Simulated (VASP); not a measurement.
Here is a VASP 6.6.1 calculation.

INCAR

```
SYSTEM = SnO2
  ALGO = Normal
  EDIFF = 1E-6
  ENCUT = 520
  GGA = PE
  ISIF = 2
  ISMEAR = -1
  LASPH = .True.
  LCHARG = .False.
  LREAL = .False.
  LWAVE = .False.
  NBANDS = 20
  NELM = 80
  PREC = Accurate
  SIGMA = 0.06122561905347299
```

The input KPOINTS:

```
k-points
0
Gamma
  19 19 19
  0 0 0
```

Contents of POSCAR:

```
SnO2
1.0
    0.0000000000      2.5366893552      2.5366893552
    2.5366893552      0.0000000000      2.5366893552
    2.5366893552      2.5366893552      0.0000000000
Sn O
1 2
Direct
    0.0000000000      0.0000000000      0.0000000000
    0.2500000000      0.2500000000      0.2500000000
    0.7500000000      0.7500000000      0.7500000000
```

Potentials or basis: VASP PAW PBE potentials, release 64 (Sn_d, O).

Launch:

```bash
$ cat potpaw_PBE.64/Sn_d/POTCAR potpaw_PBE.64/O/POTCAR > POTCAR
$ mpirun -np 1 vasp_std > vasp.out
```

Task: Predict the pressure.

Result: 9.2 GPa.

Task: Estimate the band gap on the k mesh.

Result: 0.26 eV (least direct gap 1.63 eV).

Caveat: the cell stands under pressure; semilocal functionals underestimate gaps, and a narrow one can read as zero; spin-orbit coupling is left out, which moves the levels of the heavy elements; an odd mesh through Γ misses points on the zone boundary, where band edges can lie.
